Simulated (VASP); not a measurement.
Set up this calculation in VASP 6.6.1, as the native input.

- Task: relaxation of cell and atoms
- Functional: PBEsol
- Potentials or basis: VASP PAW PBE potentials, release 64 (Ti_sv, Se)
- Cutoff: 600 eV
- k mesh: 18 × 18 × 8
- Occupations: gaussian, width 0.1 eV
- Spin: no spin polarisation
- Target pressure: 90 GPa
- Dipole correction: no
- Further INCAR settings: ALGO = Normal; EDIFF = 1e-07; IBRION = 2; EDIFFG = -0.008; NSW = 70; ISIF = 3

The structure of TiSe lies in POSCAR:

```
TiSe
1.0
    2.9577579807      0.0000000000      0.0000000000
   -1.4788789904      2.5614935496      0.0000000000
    0.0000000000      0.0000000000      6.3172707190
Ti Se
2 2
Direct
    0.0000000000      0.0000000000      0.0000000000
    0.0000000000      0.0000000000      0.5000000000
    0.3333333333      0.6666666667      0.2500000000
    0.6666666667      0.3333333333      0.7500000000
```

These files were run (other wordings do the same):

INCAR

```
  ALGO = Normal
  EDIFF = 1E-7
  EDIFFG = -0.008
  ENCUT = 600
  GGA = PS
  IBRION = 2
  ISIF = 3
  ISMEAR = 0
  LASPH = True
  LCHARG = False
  LREAL = False
  LWAVE = False
  NELM = 80
  NSW = 70
  PREC = Accurate
  PSTRESS = 900.0
  SIGMA = 0.1
```

KPOINTS

```
k-points
0
Gamma
  18 18 8
```

Potentials or basis: VASP PAW PBE potentials, release 64 (Ti_sv, Se).

Command:

```bash
$ cat potpaw_PBE.64/Ti_sv/POTCAR potpaw_PBE.64/Se/POTCAR > POTCAR
$ mpirun -np 1 vasp_std > vasp.out
```

It gave:

* Relaxed volume: 11.68 Å³/atom
* Relaxed cell: a = 2.907 Å, b = 2.907 Å, c = 6.384 Å, α = 90.00°, β = 90.00°, γ = 120.00°
* Space group after relaxing (to 0.1 Å): P6_3/mmc (No. 194)
* Energy change on relaxing (the run minimises the enthalpy): +146.9 meV/atom
* Ionic steps: 6
* Pressure after relaxing: 90.1 GPa
* Band gap on the k mesh: zero (bands 18 and 19 overlap by 0.57 eV)

Caveat: the cell is relaxed towards a set pressure, so the run minimises the enthalpy, not the energy; the PAW data sets were made with another functional, which shifts forces and pressure a little.

Run time: 9.9 min on 1 thread of Intel(R) Xeon(R) Platinum 8488C (Sapphire Rapids), with other jobs on the host, peak memory 0.35 GiB.
